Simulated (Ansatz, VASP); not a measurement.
**AgAs: VASP beside Ansatz**

```
CELL_PARAMETERS angstrom
4.99138 0.00000 0.00000
0.00000 2.96079 0.00000
0.00000 0.00000 5.17270
ATOMIC_POSITIONS crystal
Ag 0.25000 0.00000 0.83523
Ag 0.75000 0.00000 0.16477
As 0.75000 0.50000 0.66565
As 0.27003 0.50000 0.33436
```

Alike in both runs: task single point; functional PBE; k mesh 4 × 7 × 4; occupations fermi-dirac, width 0.1 eV; no spin polarisation.

```csv
,VASP,Ansatz
version,VASP 6.6.1,Ansatz 0.2.0
potentials or method,"VASP PAW PBE potentials, release 64 (Ag, As)","plane waves, PAW"
plane-wave cutoff (eV),520,420
valence electrons in the cell,32,68
```

VASP gave:

- rms of the force components (eV/Å): 0.099

What did Ansatz give for the same quantities?

rms of the force components (eV/Å): 0.098.

Atom by atom the forces differ by 0.001 eV/Å (rms over components). With one functional, cell and mesh, what is left measures potentials, basis and numerics. VASP's potentials hold 32 valence electrons a cell and Ansatz's 68, so a difference there can come from the potentials and not from the codes.
